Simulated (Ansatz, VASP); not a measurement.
## Two plane-wave programs on Pd

```xyz
2
Lattice="2.8203 0.0000 0.0000 -1.4101 2.4424 0.0000 0.0000 0.0000 4.6898" Properties=species:S:1:pos:R:3 pbc="T T T"
Pd    0.0000    1.6283    1.1725
Pd    1.4101    0.8141    3.5174
```

Alike in both runs: task single point; functional LDA; k mesh 11 × 11 × 6; occupations fermi-dirac, width 0.05 eV; no spin polarisation.

|  | VASP | Ansatz |
| --- | --- | --- |
| version | VASP 6.6.1 | Ansatz 0.2.0 |
| potentials or method | VASP PAW LDA potentials, release 64 (Pd) | Ansatz PAW |
| plane-wave cutoff (eV) | 520 | 420 |
| valence electrons in the cell | 20 | 36 |

VASP gave:

```
gap on the k mesh at the Fermi level (eV)                     : none
pressure (GPa)                                                : -20.0
traceless stress, the component that is largest in VASP (GPa) : 0.37
```

Problem. What did Ansatz give for the same quantities?

Solution. gap on the k mesh at the Fermi level (eV): none; pressure (GPa): -20.3; traceless stress, the component that is largest in VASP (GPa): 0.46.

LDA's correlation is that of Perdew and Zunger in VASP and of Perdew and Wang (1992) in Ansatz. A gap of «none» marks a metal or a gap that the smearing closes. VASP's potentials hold 20 valence electrons a cell and Ansatz's 36, so a difference there can come from the potentials and not from the codes.
